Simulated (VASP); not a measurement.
# SnO (P4/nmm) in VASP: single point with PBE

Aim: the single point of SnO with PBE.

All numbers are computed with VASP 6.6.1; they aren't measurements. Logs are shortened: lines on timing, memory, paths and dates and some standing lists are left out, and cuts for length are marked.

### Step 1. The cell of the first run

It takes space group P4/nmm (No. 129, tetragonal). The conventional cell has a = 3.826 Å, b = 3.826 Å, c = 4.694 Å, α = 90.00°, β = 90.00°, γ = 90.00°. Within 3.0 Å of Sn (site symmetry 4mm) lie 4 O at 2.24 Å. O (site symmetry -4m2) has 4 Sn at 2.24 Å and 4 O at 2.71 Å within 3.0 Å.

### Step 2. Single point, PBE

File INCAR:

```
SYSTEM = SnO
PREC     = Accurate       ! precision mode
ENCUT    = 520            ! plane-wave cutoff, eV
EDIFF    = 1E-6           ! SCF threshold, eV
ISMEAR   = 0              ! smearing method
SIGMA    = 0.02           ! smearing width, eV
LREAL    = .False.        ! projectors in reciprocal space
LASPH    = .True.         ! aspherical terms in the spheres
NELM     = 60             ! most SCF steps
ALGO     = Fast           ! electronic algorithm
ISIF     = 2              ! what is computed and relaxed
LWAVE    = .False.        ! write WAVECAR
LCHARG   = .True.         ! write CHGCAR
GGA      = PE             ! functional
LELF     = .True.         ! ELF
LVHAR    = .True.       
NBANDS   = 50             ! bands
```

File KPOINTS:

```
regular mesh
0
Gamma
  10 10 4
  0 0 0
```

File POSCAR:

```
SnO
1.0
    2.7055511374     -2.7055534160      0.0000000000
    2.7055511374      2.7055534160      0.0000000000
    0.0000000000      0.0000000000      9.3886965384
Sn O
4 4
Direct
    0.7499953834      0.2500046166      0.8733375066
    0.2500046166      0.7499953834      0.1266624934
    0.7500046166      0.2499953834      0.3733375066
    0.2499953834      0.7500046166      0.6266624934
    0.2500042495      0.2499957505      0.2500000000
    0.7499957505      0.7500042495      0.7500000000
    0.2499957505      0.2500042495      0.7500000000
    0.7500042495      0.7499957505      0.2500000000
```

Potentials or basis: VASP PAW PBE potentials, release 64 (Sn_d, O).

Run with:

```
cat potpaw_PBE.64/Sn_d/POTCAR potpaw_PBE.64/O/POTCAR > POTCAR
mpirun -np 1 vasp_std > vasp.out
```

OUTCAR:

```text
SYSTEM = SnO
   PREC = Accurate
   ENCUT = 520
   EDIFF = 1E-6
   ISMEAR = 0
   LREAL = .False.
   LASPH = .True.
   NELM = 60
   ISIF = 2
   GGA = PE

 ion  position               nearest neighbor table
   1  0.750  0.250  0.873-   6 2.24   7 2.24   7 2.24   6 2.24   4 3.56   4 3.56   4 3.56   4 3.56
                             2 3.60   2 3.60   2 3.60   2 3.60
   2  0.250  0.750  0.127-   5 2.24   8 2.24   5 2.24   8 2.24   3 3.56   3 3.56   3 3.56   3 3.56
                             1 3.60   1 3.60   1 3.60   1 3.60
   3  0.750  0.250  0.373-   5 2.24   8 2.24   8 2.24   5 2.24   2 3.56   2 3.56   2 3.56   2 3.56
                             4 3.60   4 3.60   4 3.60   4 3.60
   4  0.250  0.750  0.627-   6 2.24   7 2.24   6 2.24   7 2.24   1 3.56   1 3.56   1 3.56   1 3.56
                             3 3.60   3 3.60   3 3.60   3 3.60
   5  0.250  0.250  0.250-   2 2.24   3 2.24   3 2.24   2 2.24
   6  0.750  0.750  0.750-   1 2.24   4 2.24   1 2.24   4 2.24
   7  0.250  0.250  0.750-   1 2.24   4 2.24   4 2.24   1 2.24
   8  0.750  0.750  0.250-   2 2.24   3 2.24   2 2.24   3 2.24

  LATTYP: Found a simple tetragonal cell.
 ALAT       =     3.8262287234
 C/A-ratio  =     2.4537729490

  Lattice vectors:

 A1 = (   2.7055511374,  -2.7055534160,   0.0000000000)
 A2 = (   2.7055511374,   2.7055534160,   0.0000000000)
 A3 = (   0.0000000000,   0.0000000000,   9.3886965384)

Analysis of symmetry for initial positions (statically):
=====================================================================
 Subroutine PRICEL returns:
 Original cell was already a primitive cell.

 Routine SETGRP: Setting up the symmetry group for a
 simple tetragonal supercell.

 Subroutine GETGRP returns: Found  8 space group operations
 (whereof  4 operations were pure point group operations)
 out of a pool of 16 trial point group operations.

The static configuration has the point symmetry C_2h.
 The point group associated with its full space group is D_2h.

Analysis of symmetry for dynamics (positions and initial velocities):
=====================================================================
 Subroutine PRICEL returns:
 Original cell was already a primitive cell.

 Routine SETGRP: Setting up the symmetry group for a
 simple tetragonal supercell.

 Subroutine GETGRP returns: Found  8 space group operations
 (whereof  4 operations were pure point group operations)
 out of a pool of 16 trial point group operations.

The dynamic configuration has the point symmetry C_2h.
 The point group associated with its full space group is D_2h.

 Subroutine INISYM returns: Found  8 space group operations
 (whereof  4 operations are pure point group operations),
 and found     1 'primitive' translations

----------------------------------------------------------------------------------------

                                     Primitive cell

  volume of cell :     137.4508

  direct lattice vectors                    reciprocal lattice vectors
     2.705551137 -2.705553416  0.000000000     0.184805230 -0.184805074  0.000000000
     2.705551137  2.705553416  0.000000000     0.184805230  0.184805074  0.000000000
     0.000000000  0.000000000  9.388696538     0.000000000  0.000000000  0.106511058

  length of vectors
     3.826228723  3.826228723  9.388696538     0.261353952  0.261353952  0.106511058

  position of ions in fractional coordinates (direct lattice)
     0.749995383  0.250004617  0.873337507
     0.250004617  0.749995383  0.126662493
     0.750004617  0.249995383  0.373337507
     0.249995383  0.750004617  0.626662493
     0.250004250  0.249995750  0.250000000
     0.749995750  0.750004250  0.750000000
     0.249995750  0.250004250  0.750000000
     0.750004250  0.749995750  0.250000000

  ion indices of the primitive-cell ions
   primitive index   ion index
                 1           1
                 2           2
                 3           3
                 4           4
                 5           5
                 6           6
                 7           7
                 8           8

----------------------------------------------------------------------------------------

 KPOINTS: regular mesh

Automatic generation of k-mesh.
 Grid dimensions read from file:
 generate k-points for:   10   10    4

 Generating k-lattice:

  Cartesian coordinates                     Fractional coordinates (reciprocal lattice)
     0.018480523 -0.018480507  0.000000000     0.100000000 -0.000000000  0.000000000
     0.018480523  0.018480507  0.000000000    -0.000000000  0.100000000  0.000000000
     0.000000000  0.000000000  0.026627764     0.000000000  0.000000000  0.250000000

  Length of vectors
     0.026135395  0.026135395  0.026627764

  Shift w.r.t. Gamma in fractional coordinates (k-lattice)
     0.000000000  0.000000000  0.000000000

 Subroutine IBZKPT returns following result:
 ===========================================

 Found     93 irreducible k-points:

 Following reciprocal coordinates:
            Coordinates               Weight
  0.000000  0.000000  0.000000      1.000000
  0.100000 -0.000000  0.000000      4.000000
  0.200000 -0.000000  0.000000      4.000000
  0.300000  0.000000  0.000000      4.000000
  0.400000  0.000000  0.000000      4.000000
  0.500000  0.000000  0.000000      2.000000
[... 16 lines left out ...]
  0.300000  0.300000  0.000000      2.000000
 -0.300000  0.300000  0.000000      2.000000
 [... further k-points ...]
   k-points           NKPTS =     93   k-points in BZ     NKDIM =     93   number of bands    NBANDS=     50
   number of dos      NEDOS =    301   number of ions     NIONS =      8
   total plane-waves  NPLWV =  54880
   dimension x,y,z NGX =    28 NGY =   28 NGZ =   70
   dimension x,y,z NGXF=    56 NGYF=   56 NGZF=  140
   ions per type =               4   4
   NGX,Y,Z   is equivalent  to a cutoff of  12.17, 12.17, 12.39 a.u.
   NGXF,Y,Z  is equivalent  to a cutoff of  24.33, 24.33, 24.79 a.u.
 SYSTEM =  SnO
   PREC   = accura    normal or accurate (medium, high low for compatibility)
   ISTART =      0    job   : 0-new  1-cont  2-samecut
   ICHARG =      2    charge: 1-file 2-atom 10-const
   ISPIN  =      1    spin polarized calculation?
   LNONCOLLINEAR =      F non collinear calculations
   LSORBIT =      F    spin-orbit coupling
   LASPH  =      T    aspherical Exc in radial PAW
   ENCUT  =  520.0 eV  38.22 Ry    6.18 a.u.   7.11  7.11 17.46*2*pi/ulx,y,z
   NELM   =     60;   NELMIN=  2; NELMDL= -5     # of ELM steps
   EDIFF  = 0.1E-05   stopping-criterion for ELM
   LREAL  =      F    real-space projection
   EDIFFG = 0.1E-04   stopping-criterion for IOM
   NSW    =      0    number of steps for IOM
   IBRION =     -1    ionic relax: 0-MD 1-quasi-New 2-CG
   NFREE  =      0    steps in history (QN), initial steepest desc. (CG)
   ISIF   =      2    stress and relaxation
   ISYM   =      2    0-nonsym 1-usesym 2-fastsym
   POTIM  = 0.5000    time-step for ionic-motion
   TEBEG  =    0.0;   TEEND  =   0.0 temperature during run
   PSTRESS=    0.0 pullay stress
   NELECT =      80.0000    total number of electrons
   NUPDOWN=      -1.0000    fix difference up-down
   EMIN   =  10.00;   EMAX   =-10.00  energy-range for DOS
   EFERMI =   0.00;   METHOD = LEGACY
   ISMEAR =     0;   SIGMA  =   0.02  broadening in eV -4-tet -1-fermi 0-gaus
   EFERMI_NEDOS =   21; number of points for ismear=-14 and -15
   IALGO  =     68    algorithm
   IMIX   =      4    mixing-type and parameters
     AMIX     =   0.40;   BMIX     =  1.00
     AMIX_MAG =   1.60;   BMIX_MAG =  1.00
  volume/ion in A,a.u.               =      17.18       115.95
  Fermi-wavevector in a.u.,A,eV,Ry     =   1.366855  2.582981 25.419663  1.868293
  Thomas-Fermi vector in A             =   2.492959
   LORBIT       =      0    0 simple, 1 ext, 2 COOP (PROOUT), +10 PAW based schemes
   GGA     = PE    functional components
   LHFCALC =     F    Hartree Fock is set to
   AEXX    =    0.0000 exact exchange contribution
   IVDW    =     0    specifies the selected vdW correction
   LEPSILON=     F    determine dielectric tensor
   LRPA    =     F    only Hartree local field effects (RPA)
 non-spin polarized calculation
 RMM-DIIS sequential band-by-band and
 Gauss-broadening in eV      SIGMA  =   0.02
  energy-cutoff  :      520.00
  volume of cell :      137.45
 maximum number of plane-waves:      3728
   NGX = 15   NGY = 15   NGZ = 35

 number of electron      79.9999958 magnetization

 Free energy of the ion-electron system (eV)
  ---------------------------------------------------
  ext. energy  EPLUGINS =         0.00000000
  ---------------------------------------------------
  free energy    TOTEN  =       -45.33349603 eV

  energy without entropy =      -45.33331696  energy(sigma->0) =      -45.33340649

 E-fermi :   7.3453     XC(G=0): -10.3876

 val. band max:        7.3388537184   @ k =   0.1000  -0.0000   0.0000
 cond. band min:       7.4915779714   @ k =   0.5000   0.5000   0.2500
 fundamental gap:      0.1527242530
 Fermi energy:         7.3453352477

 k-point     1 :       0.0000    0.0000    0.0000
  band No.  band energies     occupation
      1     -14.6357      2.00000
      2     -14.6109      2.00000
      3     -14.2445      2.00000
      4     -14.2335      2.00000
      5     -14.2335      2.00000
      6     -14.2197      2.00000
[... 42 lines left out ...]
     49      13.2977      0.00000
     50      13.6904      0.00000

 k-point     2 :       0.1000   -0.0000    0.0000
  band No.  band energies     occupation
      1     -14.6298      2.00000
      2     -14.6077      2.00000
      3     -14.2440      2.00000
      4     -14.2317      2.00000
      5     -14.2305      2.00000
      6     -14.2184      2.00000
[... 42 lines left out ...]
     49      13.0567      0.00000
     50      13.4713      0.00000

 k-point     3 :       0.2000   -0.0000    0.0000
  band No.  band energies     occupation
      1     -14.6130      2.00000
      2     -14.5985      2.00000
      3     -14.2959      2.00000
      4     -14.2537      2.00000
      5     -14.2260      2.00000
      6     -14.2218      2.00000
[... 1102 lines left out ...]
     49      13.0703      0.00000
     50      14.3737      0.00000

 k-point    24 :      -0.3000    0.3000    0.0000
  band No.  band energies     occupation
      1     -14.5812      2.00000
      2     -14.5668      2.00000
      3     -14.4622      2.00000
      4     -14.4589      2.00000
      5     -14.2177      2.00000
      6     -14.2156      2.00000
[... 42 lines left out ...]
     49      13.0696      0.00000
     50      14.3582      0.00000

 [... further k-points ...]
[... 5 lines left out ...]
  --------------------------------------------------------------------------------------
  -------------------------------------------------------------------------------------
  Total        2.7331922      2.7329758      2.7423413      0.0000000     -0.0000000      0.0000000
  in kB       31.8591071     31.8565850     31.9657518      0.0000000     -0.0000000      0.0000000
  external PRESSURE =      31.8938147 kB  Pullay stress =       0.0000000 kB

 VOLUME and BASIS-vectors are now :
 -----------------------------------------------------------------------------
  energy-cutoff  :      520.00
  volume of cell :      137.45
      direct lattice vectors                 reciprocal lattice vectors
     2.705551137 -2.705553416  0.000000000     0.184805230 -0.184805074  0.000000000
     2.705551137  2.705553416  0.000000000     0.184805230  0.184805074  0.000000000
     0.000000000  0.000000000  9.388696538     0.000000000  0.000000000  0.106511058

 POSITION                                       TOTAL-FORCE (eV/Angst)
 -----------------------------------------------------------------------------------
      2.70555     -1.35275      8.19950         0.000000     -0.000024      0.079000
      2.70555      1.35275      1.18920         0.000000      0.000024     -0.079000
      2.70555     -1.35280      3.50515         0.000000      0.000024      0.079000
      2.70555      1.35280      5.88354         0.000000     -0.000024     -0.079000
      1.35278     -0.00002      2.34717         0.000000      0.000010      0.000000
      4.05833      0.00002      7.04152         0.000000     -0.000010      0.000000
      1.35278      0.00002      7.04152         0.000000     -0.000010      0.000000
      4.05833     -0.00002      2.34717         0.000000      0.000010      0.000000
 -----------------------------------------------------------------------------------
    total drift:                               -0.000000      0.000000      0.000000

  FREE ENERGIE OF THE ION-ELECTRON SYSTEM (eV)
  ---------------------------------------------------
  free  energy   TOTEN  =       -45.3334960288 eV

  energy  without entropy=      -45.3333169595  energy(sigma->0) =      -45.33340649
```

Run time: 17 min. Hardware: 1 thread of Oxide Virtual Turin-like, shared host; peak memory 0.51 GiB.

Results:

```yaml
Free_energy: -45.3335 eV
Pressure: 3.2 GPa
Largest_force: 0.079 eV/Å
Band_gap_on_the_k_mesh: zero (bands 40 and 41 overlap by 0.11 eV)
```

Forces in eV/Å, atoms in the order of the input:
```
Sn   0.000  0.000  0.079
Sn   0.000  0.000 -0.079
Sn   0.000  0.000  0.079
Sn   0.000  0.000 -0.079
O    0.000  0.000  0.000
O    0.000  0.000  0.000
O    0.000  0.000  0.000
O    0.000  0.000  0.000
```

Caveat: the cell stands under pressure; semilocal functionals underestimate gaps, and a narrow one can read as zero; spin-orbit coupling is left out, which moves the levels of the heavy elements.

The gap in the log of VASP goes by the Fermi energy; the results here count the filled bands.